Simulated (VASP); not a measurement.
# LiF (Fm-3m) in VASP: density of states with PBE

Aim: the density of states of LiF with PBE.

Program: VASP 6.6.1. These are calculated values, not measurements. Logs are shortened: lines on timing, memory, paths and dates and some standing lists are left out, and cuts for length are marked.

**1. The cell of the first run**

Symmetry: Fm-3m, No. 225, cubic system. Conventional cell: a = 4.083 Å, b = 4.083 Å, c = 4.083 Å, α = 90.00°, β = 90.00°, γ = 90.00°. Li (site symmetry m-3m) has 6 F at 2.04 Å within 2.7 Å. F (site symmetry m-3m) has 6 Li at 2.04 Å within 2.7 Å.

**2. Density of states, PBE**

POSCAR reads:

```
LiF
1.0
    0.0000000000      2.0417135738      2.0417135738
    2.0417135738      0.0000000000      2.0417135738
    2.0417135738      2.0417135738      0.0000000000
Li F
1 1
Direct
    0.0000000000      0.0000000000      0.0000000000
    0.5000000000      0.5000000000      0.5000000000
```

INCAR.step1 reads:

```
SYSTEM = LiF
  PREC = Accurate
  ENCUT = 520
  EDIFF = 1E-6
  ISMEAR = 1
  SIGMA = 0.015
  LREAL = .False.
  LASPH = .True.
  NELM = 100
  ALGO = Normal
  ISIF = 2
  LWAVE = .False.
  LCHARG = .True.
  GGA = PE
  NBANDS = 12
  ISYM = 0
```

KPOINTS.step1 reads:

```
Automatic mesh
0
Gamma
  2 2 2
  0.25 0.25 0.25
```

INCAR.step2 reads:

```
SYSTEM = LiF
  PREC = Accurate
  ENCUT = 520
  EDIFF = 1E-6
  ISMEAR = 0
  SIGMA = 0.015
  LREAL = .False.
  LASPH = .True.
  NELM = 100
  ALGO = Normal
  ISIF = 2
  LWAVE = .False.
  LCHARG = .False.
  GGA = PE
  LORBIT = 11
  NBANDS = 12
  NEDOS = 2001
  ICHARG = 11
  ISYM = 0
```

KPOINTS.step2 reads:

```
Automatic mesh
0
Gamma
  3 3 3
  0 0 0
```

Potentials or basis: VASP PAW PBE potentials, release 64 (Li_sv, F).

Command:

```console
> cat potpaw_PBE.64/Li_sv/POTCAR potpaw_PBE.64/F/POTCAR > POTCAR
> cp INCAR.step1 INCAR
> cp KPOINTS.step1 KPOINTS
> mpirun -np 1 vasp_std > vasp.out
> cp INCAR.step2 INCAR
> cp KPOINTS.step2 KPOINTS
> mpirun -np 1 vasp_std > vasp.out
```

OUTCAR:

```text
SYSTEM = LiF
   PREC = Accurate
   ENCUT = 520
   EDIFF = 1E-6
   ISMEAR = 0
   LREAL = .False.
   LASPH = .True.
   NELM = 100
   ISIF = 2
   GGA = PE
   LORBIT = 11
   ICHARG = 11
   ISYM = 0

 ion  position               nearest neighbor table
   1  0.000  0.000  0.000-   2 2.04   2 2.04   2 2.04   2 2.04   2 2.04   2 2.04
   2  0.500  0.500  0.500-   1 2.04   1 2.04   1 2.04   1 2.04   1 2.04   1 2.04

IMPORTANT INFORMATION: All symmetrisations will be switched off!
NOSYMM: (Re-)initialisation of all symmetry stuff for point group C_1.

----------------------------------------------------------------------------------------

                                     Primitive cell

  volume of cell :      17.0222

  direct lattice vectors                    reciprocal lattice vectors
     0.000000000  2.041713574  2.041713574    -0.244892333  0.244892333  0.244892333
     2.041713574  0.000000000  2.041713574     0.244892333 -0.244892333  0.244892333
     2.041713574  2.041713574  0.000000000     0.244892333  0.244892333 -0.244892333

  length of vectors
     2.887419027  2.887419027  2.887419027     0.424165963  0.424165963  0.424165963

  position of ions in fractional coordinates (direct lattice)
     0.000000000  0.000000000  0.000000000
     0.500000000  0.500000000  0.500000000

  ion indices of the primitive-cell ions
   primitive index   ion index
                 1           1
                 2           2

----------------------------------------------------------------------------------------

 KPOINTS: Automatic mesh

Automatic generation of k-mesh.
 Grid dimensions read from file:
 generate k-points for:    3    3    3

 Generating k-lattice:

  Cartesian coordinates                     Fractional coordinates (reciprocal lattice)
    -0.081630778  0.081630778  0.081630778     0.333333333  0.000000000  0.000000000
     0.081630778 -0.081630778  0.081630778     0.000000000  0.333333333  0.000000000
     0.081630778  0.081630778 -0.081630778     0.000000000  0.000000000  0.333333333

  Length of vectors
     0.141388654  0.141388654  0.141388654

  Shift w.r.t. Gamma in fractional coordinates (k-lattice)
     0.000000000  0.000000000  0.000000000

 Subroutine IBZKPT returns following result:
 ===========================================

 Found     14 irreducible k-points:

 Following reciprocal coordinates:
            Coordinates               Weight
  0.000000  0.000000  0.000000      1.000000
  0.333333  0.000000  0.000000      2.000000
  0.000000  0.333333  0.000000      2.000000
  0.000000  0.000000  0.333333      2.000000
  0.333333  0.333333  0.333333      2.000000
  0.333333  0.333333  0.000000      2.000000
  0.000000  0.333333  0.333333      2.000000
  0.333333  0.000000  0.333333      2.000000
 -0.333333  0.333333  0.000000      2.000000
  0.000000 -0.333333  0.333333      2.000000
  0.333333  0.000000 -0.333333      2.000000
  0.333333  0.333333 -0.333333      2.000000
 -0.333333  0.333333 -0.333333      2.000000
  0.333333 -0.333333 -0.333333      2.000000
   k-points           NKPTS =     14   k-points in BZ     NKDIM =     14   number of bands    NBANDS=     12
   number of dos      NEDOS =   2001   number of ions     NIONS =      2
   total plane-waves  NPLWV =  13824
   dimension x,y,z NGX =    24 NGY =   24 NGZ =   24
   dimension x,y,z NGXF=    48 NGYF=   48 NGZF=   48
   ions per type =               1   1
   NGX,Y,Z   is equivalent  to a cutoff of  13.82, 13.82, 13.82 a.u.
   NGXF,Y,Z  is equivalent  to a cutoff of  27.64, 27.64, 27.64 a.u.
 SYSTEM =  LiF
   PREC   = accura    normal or accurate (medium, high low for compatibility)
   ISTART =      0    job   : 0-new  1-cont  2-samecut
   ICHARG =     11    charge: 1-file 2-atom 10-const
   ISPIN  =      1    spin polarized calculation?
   LNONCOLLINEAR =      F non collinear calculations
   LSORBIT =      F    spin-orbit coupling
   LASPH  =      T    aspherical Exc in radial PAW
   ENCUT  =  520.0 eV  38.22 Ry    6.18 a.u.   5.37  5.37  5.37*2*pi/ulx,y,z
   NELM   =    100;   NELMIN=  2; NELMDL=  0     # of ELM steps
   EDIFF  = 0.1E-05   stopping-criterion for ELM
   LREAL  =      F    real-space projection
   EDIFFG = 0.1E-04   stopping-criterion for IOM
   NSW    =      0    number of steps for IOM
   IBRION =     -1    ionic relax: 0-MD 1-quasi-New 2-CG
   NFREE  =      0    steps in history (QN), initial steepest desc. (CG)
   ISIF   =      2    stress and relaxation
   ISYM   =      0    0-nonsym 1-usesym 2-fastsym
   POTIM  = 0.5000    time-step for ionic-motion
   TEBEG  =    0.0;   TEEND  =   0.0 temperature during run
   PSTRESS=    0.0 pullay stress
   NELECT =      10.0000    total number of electrons
   NUPDOWN=      -1.0000    fix difference up-down
   EMIN   =  10.00;   EMAX   =-10.00  energy-range for DOS
   EFERMI =   0.00;   METHOD = LEGACY
   ISMEAR =     0;   SIGMA  =   0.01  broadening in eV -4-tet -1-fermi 0-gaus
   EFERMI_NEDOS =   21; number of points for ismear=-14 and -15
   IALGO  =     38    algorithm
   IMIX   =      4    mixing-type and parameters
     AMIX     =   0.40;   BMIX     =  1.00
     AMIX_MAG =   1.60;   BMIX_MAG =  1.00
  volume/ion in A,a.u.               =       8.51        57.44
  Fermi-wavevector in a.u.,A,eV,Ry     =   1.371103  2.591009 25.577904  1.879923
  Thomas-Fermi vector in A             =   2.496830
   LORBIT       =     11    0 simple, 1 ext, 2 COOP (PROOUT), +10 PAW based schemes
   GGA     = PE    functional components
   LHFCALC =     F    Hartree Fock is set to
   AEXX    =    0.0000 exact exchange contribution
   IVDW    =     0    specifies the selected vdW correction
   LEPSILON=     F    determine dielectric tensor
   LRPA    =     F    only Hartree local field effects (RPA)
 non-spin polarized calculation
 Gauss-broadening in eV      SIGMA  =   0.01
  energy-cutoff  :      520.00
  volume of cell :       17.02
 maximum number of plane-waves:       468
 NGX is ok and might be reduce to    24

 number of electron       9.9999995 magnetization

 Free energy of the ion-electron system (eV)
  ---------------------------------------------------
  ext. energy  EPLUGINS =         0.00000000
  ---------------------------------------------------
  free energy    TOTEN  =        -9.62292506 eV

  energy without entropy =       -9.62292506  energy(sigma->0) =       -9.62292506

 E-fermi :  -1.0663     XC(G=0):  -9.7513

 val. band max:       -1.1323278026   @ k =   0.0000   0.0000   0.0000
 cond. band min:       7.5283509313   @ k =   0.0000   0.0000   0.0000
 fundamental gap:      8.6606787339
 Fermi energy:        -1.0663437848

 k-point     1 :       0.0000    0.0000    0.0000
  band No.  band energies     occupation
      1     -42.3181      2.00000
      2     -21.0003      2.00000
      3      -1.1323      2.00000
      4      -1.1323      2.00000
      5      -1.1323      2.00000
      6       7.5284      0.00000
      7      22.1782      0.00000
      8      22.1782      0.00000
      9      22.1782      0.00000
     10      22.6940      0.00000
     11      22.6940      0.00000
     12      22.6940      0.00000

 k-point     2 :       0.3333    0.0000    0.0000
  band No.  band energies     occupation
      1     -42.2818      2.00000
      2     -20.7002      2.00000
      3      -3.0226      2.00000
      4      -1.2965      2.00000
      5      -1.2965      2.00000
      6       9.1955      0.00000
      7      15.4739      0.00000
      8      18.0517      0.00000
      9      18.0517      0.00000
     10      26.3854      0.00000
     11      27.2075      0.00000
     12      27.2075      0.00000

 k-point     3 :       0.0000    0.3333    0.0000
  band No.  band energies     occupation
      1     -42.2818      2.00000
      2     -20.7002      2.00000
      3      -3.0226      2.00000
      4      -1.2965      2.00000
      5      -1.2965      2.00000
      6       9.1955      0.00000
      7      15.4739      0.00000
      8      18.0517      0.00000
      9      18.0517      0.00000
     10      26.3854      0.00000
     11      27.2075      0.00000
     12      27.2075      0.00000
[... 136 lines left out ...]
 k-point    13 :      -0.3333    0.3333   -0.3333
  band No.  band energies     occupation
      1     -42.2594      2.00000
      2     -20.4317      2.00000
      3      -3.1741      2.00000
      4      -2.8446      2.00000
      5      -1.6711      2.00000
      6      12.1174      0.00000
      7      13.5228      0.00000
      8      17.1376      0.00000
      9      17.8023      0.00000
     10      23.5528      0.00000
     11      30.2711      0.00000
     12      30.6273      0.00000

 k-point    14 :       0.3333   -0.3333   -0.3333
  band No.  band energies     occupation
      1     -42.2594      2.00000
      2     -20.4317      2.00000
      3      -3.1741      2.00000
      4      -2.8446      2.00000
      5      -1.6711      2.00000
      6      12.1174      0.00000
      7      13.5228      0.00000
      8      17.1376      0.00000
      9      17.8023      0.00000
     10      23.5528      0.00000
     11      30.2711      0.00000
     12      30.6273      0.00000

------------------------ aborting loop because EDIFF is reached ----------------------------------------

  FORCE on cell =-STRESS in cart. coord.  units (eV):
  Direction    XX          YY          ZZ          XY          YZ          ZX
  --------------------------------------------------------------------------------------
  -------------------------------------------------------------------------------------
  Total       -0.9198474     -0.9198466     -0.9198439      0.0000726      0.0000725      0.0000592
  in kB      -86.5788707    -86.5788014    -86.5785463      0.0068344      0.0068252      0.0055738
  external PRESSURE =     -86.5787395 kB  Pullay stress =       0.0000000 kB

 VOLUME and BASIS-vectors are now :
 -----------------------------------------------------------------------------
  energy-cutoff  :      520.00
  volume of cell :       17.02
      direct lattice vectors                 reciprocal lattice vectors
     0.000000000  2.041713574  2.041713574    -0.244892333  0.244892333  0.244892333
     2.041713574  0.000000000  2.041713574     0.244892333 -0.244892333  0.244892333
     2.041713574  2.041713574  0.000000000     0.244892333  0.244892333 -0.244892333

 POSITION                                       TOTAL-FORCE (eV/Angst)
 -----------------------------------------------------------------------------------
      0.00000      0.00000      0.00000         0.000000     -0.000007     -0.000004
      2.04171      2.04171      2.04171        -0.000000      0.000007      0.000004
 -----------------------------------------------------------------------------------
    total drift:                                0.000003      0.000003     -0.000009

  FREE ENERGIE OF THE ION-ELECTRON SYSTEM (eV)
  ---------------------------------------------------
  free  energy   TOTEN  =        -9.6229250631 eV

  energy  without entropy=       -9.6229250631  energy(sigma->0) =       -9.62292506

 total charge

# of ion       s       p       d       tot
------------------------------------------
    1        2.014   0.045   0.000   2.059
    2        1.727   4.395   0.000   6.123
--------------------------------------------------
tot          3.742   4.440   0.000   8.181
```

Run time: 4.8 s. Hardware: 1 thread of Intel Xeon 6975P-C, shared host; peak memory 0.13 GiB.

What came out:

* Valence electrons inside the program's atomic spheres: Li 2.06; F 6.12

Levels at points of the mesh, in eV from the valence-band top:
| k point | band 1 | band 2 | band 3 | band 4 | band 5 | band 6 | band 7 | band 8 | band 9 | band 10 |
| --- | --- | --- | --- | --- | --- | --- | --- | --- | --- | --- |
| (0.00, 0.00, 0.00) | -41.19 | -19.87 | 0.00 | 0.00 | 0.00 | 8.66 | 23.31 | 23.31 | 23.31 | 23.83 |

Caveat: the k points lie up to 1.33 Å⁻¹ apart; the cutoff is under 1.25 times the usual one of these potentials, so pressure, stress and relaxed cells hold a basis-set (Pulay) error.
